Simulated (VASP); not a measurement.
# SrTiO3 in VASP: a series of runs, part 3 of 3

VASP 6.6.1. The steps go on from the part before.

**4. Electric field gradients, PBEsol (equal xx and yy strain of -3 %)**

File INCAR:

```
PREC     = Accurate       # precision mode
ENCUT    = 520            # plane-wave cutoff, eV
EDIFF    = 1E-8           # SCF threshold, eV
ISMEAR   = -1             # smearing method
SIGMA    = 0.05           # smearing width, eV
LREAL    = False          # projectors in reciprocal space
LASPH    = True           # aspherical terms in the spheres
NELM     = 60             # most SCF steps
ALGO     = Normal         # electronic algorithm
ISIF     = 2              # what is computed and relaxed
LWAVE    = False          # write WAVECAR
LCHARG   = False          # write CHGCAR
GGA      = PS             # functional
LEFG     = True         
NBANDS   = 28             # bands
```

File KPOINTS:

```
Automatic mesh
0
Gamma
  7 7 7
```

File POSCAR:

```
SrTiO3
1.0
    3.7878500000      0.0000000000      0.0000000000
    0.0000000000      3.7878500000      0.0000000000
    0.0000000000      0.0000000000      3.9050000000
Sr Ti O
1 1 3
Direct
    0.0000000000      0.0000000000      0.0000000000
    0.5000000000      0.5000000000      0.5000000000
    0.0000000000      0.5000000000      0.5000000000
    0.5000000000      0.0000000000      0.5000000000
    0.5000000000      0.5000000000      0.0000000000
```

Potentials or basis: VASP PAW PBE potentials, release 64 (Sr_sv, Ti_sv, O).

Launch:

```
cat potpaw_PBE.64/Sr_sv/POTCAR potpaw_PBE.64/Ti_sv/POTCAR potpaw_PBE.64/O/POTCAR > POTCAR
mpirun -np 1 vasp_std > vasp.out
```

OUTCAR:

```text
PREC = Accurate
   ENCUT = 520
   EDIFF = 1E-8
   ISMEAR = -1
   LREAL = False
   LASPH = True
   NELM = 60
   ISIF = 2
   GGA = PS

 ion  position               nearest neighbor table
   1  0.000  0.000  0.000-   5 2.68   5 2.68   5 2.68   5 2.68   4 2.72   3 2.72   4 2.72   3 2.72
                             4 2.72   3 2.72   4 2.72   3 2.72   2 3.31   2 3.31   2 3.31   2 3.31
   2  0.500  0.500  0.500-   3 1.89   4 1.89   4 1.89   3 1.89   5 1.95   5 1.95   1 3.31   1 3.31
                             1 3.31   1 3.31   1 3.31   1 3.31   1 3.31   1 3.31
   3  0.000  0.500  0.500-   2 1.89   2 1.89   1 2.72   1 2.72   1 2.72   1 2.72
   4  0.500  0.000  0.500-   2 1.89   2 1.89   1 2.72   1 2.72   1 2.72   1 2.72
   5  0.500  0.500  0.000-   2 1.95   2 1.95   1 2.68   1 2.68   1 2.68   1 2.68

  LATTYP: Found a simple tetragonal cell.
 ALAT       =     3.7878500000
 C/A-ratio  =     1.0309278351

  Lattice vectors:

 A1 = (   3.7878500000,   0.0000000000,   0.0000000000)
 A2 = (   0.0000000000,   3.7878500000,   0.0000000000)
 A3 = (   0.0000000000,   0.0000000000,   3.9050000000)

Analysis of symmetry for initial positions (statically):
=====================================================================
 Subroutine PRICEL returns:
 Original cell was already a primitive cell.

 Routine SETGRP: Setting up the symmetry group for a
 simple tetragonal supercell.

 Subroutine GETGRP returns: Found 16 space group operations
 (whereof 16 operations were pure point group operations)
 out of a pool of 16 trial point group operations.

The static configuration has the point symmetry D_4h.

Analysis of symmetry for dynamics (positions and initial velocities):
=====================================================================
 Subroutine PRICEL returns:
 Original cell was already a primitive cell.

 Routine SETGRP: Setting up the symmetry group for a
 simple tetragonal supercell.

 Subroutine GETGRP returns: Found 16 space group operations
 (whereof 16 operations were pure point group operations)
 out of a pool of 16 trial point group operations.

The dynamic configuration has the point symmetry D_4h.

 Subroutine INISYM returns: Found 16 space group operations
 (whereof 16 operations are pure point group operations),
 and found     1 'primitive' translations

----------------------------------------------------------------------------------------

                                     Primitive cell

  volume of cell :      56.0282

  direct lattice vectors                    reciprocal lattice vectors
     3.787850000  0.000000000  0.000000000     0.264002006  0.000000000  0.000000000
     0.000000000  3.787850000  0.000000000     0.000000000  0.264002006  0.000000000
     0.000000000  0.000000000  3.905000000     0.000000000  0.000000000  0.256081946

  length of vectors
     3.787850000  3.787850000  3.905000000     0.264002006  0.264002006  0.256081946

  position of ions in fractional coordinates (direct lattice)
     0.000000000  0.000000000  0.000000000
     0.500000000  0.500000000  0.500000000
     0.000000000  0.500000000  0.500000000
     0.500000000  0.000000000  0.500000000
[... 95 lines left out ...]
   EFERMI =   0.00;   METHOD = LEGACY
   ISMEAR =    -1;   SIGMA  =   0.05  broadening in eV -4-tet -1-fermi 0-gaus
   EFERMI_NEDOS =   21; number of points for ismear=-14 and -15
   IALGO  =     38    algorithm
   IMIX   =      4    mixing-type and parameters
     AMIX     =   0.40;   BMIX     =  1.00
     AMIX_MAG =   1.60;   BMIX_MAG =  1.00
  volume/ion in A,a.u.               =      11.21        75.62
  Fermi-wavevector in a.u.,A,eV,Ry     =   1.463163  2.764977 29.127967  2.140845
  Thomas-Fermi vector in A             =   2.579290
   LORBIT       =      0    0 simple, 1 ext, 2 COOP (PROOUT), +10 PAW based schemes
   GGA     = PS    functional components
   LHFCALC =     F    Hartree Fock is set to
   AEXX    =    0.0000 exact exchange contribution
   IVDW    =     0    specifies the selected vdW correction
   LEPSILON=     F    determine dielectric tensor
   LRPA    =     F    only Hartree local field effects (RPA)
 non-spin polarized calculation
  energy-cutoff  :      520.00
  volume of cell :       56.03
 maximum number of plane-waves:      1520
   NGX = 15   NGY = 15   NGZ = 15

 number of electron      39.9999995 magnetization

 Free energy of the ion-electron system (eV)
  ---------------------------------------------------
  ext. energy  EPLUGINS =         0.00000000
  ---------------------------------------------------
  free energy    TOTEN  =       -41.87576122 eV

  energy without entropy =      -41.87576122  energy(sigma->0) =      -41.87576122

 E-fermi :   5.4882     XC(G=0): -11.8669

 val. band max:        4.4818310973   @ k =   0.4286   0.4286   0.4286
 cond. band min:       6.4252016977   @ k =   0.0000   0.0000   0.0000
 fundamental gap:      1.9433706004
 Fermi energy:         5.4881940258

 k-point     1 :       0.0000    0.0000    0.0000
  band No.  band energies     occupation
      1     -51.4040      2.00000
      2     -27.9299      2.00000
      3     -27.8268      2.00000
      4     -27.8268      2.00000
      5     -27.7873      2.00000
      6     -13.0587      2.00000
[... 733 lines left out ...]
     27      13.1689      0.00000
     28      13.4051      0.00000

 [... further k-points ...]
[... 5 lines left out ...]
  --------------------------------------------------------------------------------------
  -------------------------------------------------------------------------------------
  Total        5.0964418      5.0964418      1.9023097      0.0000000     -0.0000000      0.0000000
  in kB      145.7374177    145.7374177     54.3982872      0.0000000     -0.0000000      0.0000000
  external PRESSURE =     115.2910409 kB  Pullay stress =       0.0000000 kB

 VOLUME and BASIS-vectors are now :
 -----------------------------------------------------------------------------
  energy-cutoff  :      520.00
  volume of cell :       56.03
      direct lattice vectors                 reciprocal lattice vectors
     3.787850000  0.000000000  0.000000000     0.264002006  0.000000000  0.000000000
     0.000000000  3.787850000  0.000000000     0.000000000  0.264002006  0.000000000
     0.000000000  0.000000000  3.905000000     0.000000000  0.000000000  0.256081946

 POSITION                                       TOTAL-FORCE (eV/Angst)
 -----------------------------------------------------------------------------------
      0.00000      0.00000      0.00000         0.000000      0.000000      0.000000
      1.89393      1.89393      1.95250         0.000000      0.000000      0.000000
      0.00000      1.89393      1.95250         0.000000      0.000000      0.000000
      1.89393      0.00000      1.95250         0.000000      0.000000      0.000000
      1.89393      1.89393      0.00000         0.000000      0.000000      0.000000
 -----------------------------------------------------------------------------------
    total drift:                                0.000000      0.000000      0.000000

  FREE ENERGIE OF THE ION-ELECTRON SYSTEM (eV)
  ---------------------------------------------------
  free  energy   TOTEN  =       -41.8757612227 eV

  energy  without entropy=      -41.8757612222  energy(sigma->0) =      -41.87576122

 Electric field gradients (V/A^2)
---------------------------------------------------------------------
 ion       V_xx      V_yy      V_zz      V_xy      V_xz      V_yz
---------------------------------------------------------------------
   1      -2.719    -2.719     5.438    -0.000    -0.000    -0.000
   2     -16.379   -16.379    32.758    -0.000     0.000    -0.000
   3      -1.823    -4.486     6.308     0.000    -0.000    -0.000
   4      -4.486    -1.823     6.308    -0.000     0.000    -0.000
   5      -6.199    -6.199    12.398     0.000    -0.000    -0.000
---------------------------------------------------------------------

 Electric field gradients after diagonalization (V/A^2)
 (convention: |V_zz| > |V_xx| > |V_yy|)
----------------------------------------------------------------------
 ion       V_xx      V_yy      V_zz     asymmetry (V_yy - V_xx)/ V_zz
----------------------------------------------------------------------
   1      -2.719    -2.719     5.438       0.000
   2     -16.379   -16.379    32.758       0.000
   3      -4.486    -1.823     6.308       0.422
   4      -4.486    -1.823     6.308       0.422
   5      -6.199    -6.199    12.398       0.000
----------------------------------------------------------------------

           NMR quadrupolar parameters

 Cq : quadrupolar parameter    Cq=e*Q*V_zz/h
 eta: asymmetry parameters     (V_yy - V_xx)/ V_zz
 Q  : nuclear electric quadrupole moment in mb (millibarn)
----------------------------------------------------------------------
 ion       Cq(MHz)       eta       Q (mb)
----------------------------------------------------------------------
   1       0.013       0.000       1.000
   2       0.079       0.000       1.000
   3       0.015       0.422       1.000
   4       0.015       0.422       1.000
   5       0.030       0.000       1.000
----------------------------------------------------------------------
```

Wall time 2.4 min (1 thread of Intel Xeon 8259CL, shared host); peak memory 0.21 GiB.

What came out:

* Free energy: -41.8758 eV
* Pressure: 11.5 GPa
* Band gap on the k mesh: 1.94 eV (least direct gap 2.18 eV)
* Largest electric field gradient by atom: Sr +5.4; Ti +32.8; O +6.3, +12.4 (each value once) V/Å²

Levels at points of the mesh, in eV from the valence-band top:
| k point | band 17 | band 18 | band 19 | band 20 | band 21 | band 22 | band 23 | band 24 |
| --- | --- | --- | --- | --- | --- | --- | --- | --- |
| (0.00, 0.00, 0.00) | -1.19 | -0.29 | -0.24 | -0.24 | 1.94 | 1.94 | 2.00 | 4.68 |

Electric field gradients, principal values (V/Å²):
```
atom    least   middle  greatest (by size)
1 Sr   -2.719   -2.719               5.438
2 Ti  -16.379  -16.379              32.758
 3 O   -1.823   -4.486               6.308
 4 O   -1.823   -4.486               6.308
 5 O   -6.199   -6.199              12.398
```

Caveat: the cell differs from its parent crystal (equal xx and yy strain of -3 %); the stress differs along the axes, from 5 to 15 GPa; without QUAD_EFG the Cq values of the log hold for a quadrupole moment of 1 mb, not for the nuclei; the PAW data sets were made with another functional, which shifts forces and pressure a little. A k mesh can miss the band edges.

**5. Electric field gradients, PBEsol (equal xx and yy strain of +3 %)**

File INCAR:

```
SYSTEM = SrTiO3
PREC = Accurate ; ENCUT = 520
EDIFF = 1E-8 ; ISMEAR = -1
SIGMA = 0.05 ; LREAL = .False.
LASPH = .True. ; NELM = 80
ALGO = Normal ; ISIF = 2
LWAVE = .False. ; LCHARG = .False.
GGA = PS ; LEFG = .True.
NBANDS = 28
```

File KPOINTS:

```
regular mesh
0
Gamma
  7 7 7
  0 0 0
```

POSCAR, as its differences from that of step 4:

```diff
@@ -2,4 +2,4 @@
 1.0
-    3.7878500000      0.0000000000      0.0000000000
-    0.0000000000      3.7878500000      0.0000000000
+    4.0221500000      0.0000000000      0.0000000000
+    0.0000000000      4.0221500000      0.0000000000
     0.0000000000      0.0000000000      3.9050000000
```

Potentials or basis: VASP PAW PBE potentials, release 64 (Sr_sv, Ti_sv, O).

Launch:

```
cat potpaw_PBE.64/Sr_sv/POTCAR potpaw_PBE.64/Ti_sv/POTCAR potpaw_PBE.64/O/POTCAR > POTCAR
mpirun -np 1 vasp_std > vasp.out
```

OUTCAR:

```text
SYSTEM = SrTiO3
   PREC = Accurate
   ENCUT = 520
   EDIFF = 1E-8
   ISMEAR = -1
   LREAL = .False.
   LASPH = .True.
   NELM = 80
   ISIF = 2
   GGA = PS

 ion  position               nearest neighbor table
   1  0.000  0.000  0.000-   3 2.80   4 2.80   3 2.80   4 2.80   3 2.80   3 2.80   4 2.80   4 2.80
                             5 2.84   5 2.84   5 2.84   5 2.84   2 3.45   2 3.45   2 3.45   2 3.45
   2  0.500  0.500  0.500-   5 1.95   5 1.95   3 2.01   4 2.01   4 2.01   3 2.01   1 3.45   1 3.45
                             1 3.45   1 3.45   1 3.45   1 3.45   1 3.45   1 3.45
   3  0.000  0.500  0.500-   2 2.01   2 2.01   1 2.80   1 2.80   1 2.80   1 2.80
   4  0.500  0.000  0.500-   2 2.01   2 2.01   1 2.80   1 2.80   1 2.80   1 2.80
   5  0.500  0.500  0.000-   2 1.95   2 1.95   1 2.84   1 2.84   1 2.84   1 2.84

  LATTYP: Found a simple tetragonal cell.
[... 984 lines left out ...]
   4      -4.729    19.332   -14.603    -0.000     0.000     0.000
   5      -3.362    -3.362     6.724     0.000     0.000    -0.000
---------------------------------------------------------------------

 Electric field gradients after diagonalization (V/A^2)
 (convention: |V_zz| > |V_xx| > |V_yy|)
----------------------------------------------------------------------
 ion       V_xx      V_yy      V_zz     asymmetry (V_yy - V_xx)/ V_zz
----------------------------------------------------------------------
   1       1.325     1.325    -2.651       0.000
   2      13.709    13.709   -27.418       0.000
   3     -14.603    -4.729    19.332       0.511
   4     -14.603    -4.729    19.332       0.511
   5      -3.362    -3.362     6.724       0.000
----------------------------------------------------------------------

           NMR quadrupolar parameters

 Cq : quadrupolar parameter    Cq=e*Q*V_zz/h
 eta: asymmetry parameters     (V_yy - V_xx)/ V_zz
 Q  : nuclear electric quadrupole moment in mb (millibarn)
----------------------------------------------------------------------
 ion       Cq(MHz)       eta       Q (mb)
----------------------------------------------------------------------
   1      -0.006       0.000       1.000
   2      -0.066       0.000       1.000
   3       0.047       0.511       1.000
   4       0.047       0.511       1.000
   5       0.016       0.000       1.000
----------------------------------------------------------------------
```

Wall time 2.2 min (1 thread of Intel Xeon 8259CL, shared host); peak memory 0.22 GiB.

Results:

```
Free energy                             : -41.8583 eV
Pressure                                : -10.4 GPa
Band gap on the k mesh                  : 1.72 eV (least direct gap 2.04 eV)
Largest electric field gradient by atom : Sr -2.7; Ti -27.4; O +19.3, +6.7 (each value once) V/Å²
```

Electric field gradients, principal values (V/Å²):
```csv
atom,least,middle,greatest (by size)
1 Sr,1.325,1.325,-2.651
2 Ti,13.709,13.709,-27.418
3 O,-4.729,-14.603,19.332
4 O,-4.729,-14.603,19.332
5 O,-3.362,-3.362,6.724
```

Caveat: the cell differs from its parent crystal (equal xx and yy strain of +3 %); the stress differs along the axes, from -12 to -7 GPa; without QUAD_EFG the Cq values of the log hold for a quadrupole moment of 1 mb, not for the nuclei; the PAW data sets were made with another functional, which shifts forces and pressure a little. A k mesh can miss the band edges.

**6. The runs side by side**

| cell | gap on the mesh (eV) | pressure (GPa) |
| --- | --- | --- |
| a = 3.905 Å, angles 91.1°, 5 atoms | 1.77 | -1.2 |
| a = 3.788, b = 3.788, c = 3.905 Å, 5 atoms | 1.94 | 11.5 |
| a = 4.022, b = 4.022, c = 3.905 Å, 5 atoms | 1.72 | -10.4 |

Alike in all rows: task electric field gradients; level PBEsol; potentials or basis VASP PAW PBE potentials, release 64 (Sr_sv, Ti_sv, O); no spin polarisation; k mesh 7 × 7 × 7; cutoff (eV) 520; smearing fermi-dirac 0.05 eV.

Caveats: the PAW data sets were made with another functional, which shifts forces and pressure a little; the stress differs along the axes, from 5 to 15 GPa (at least some runs); the stress differs along the axes, from -12 to -7 GPa (at least some runs).

Total energies depend on the potentials used, so only differences within one code and one set of settings carry meaning.
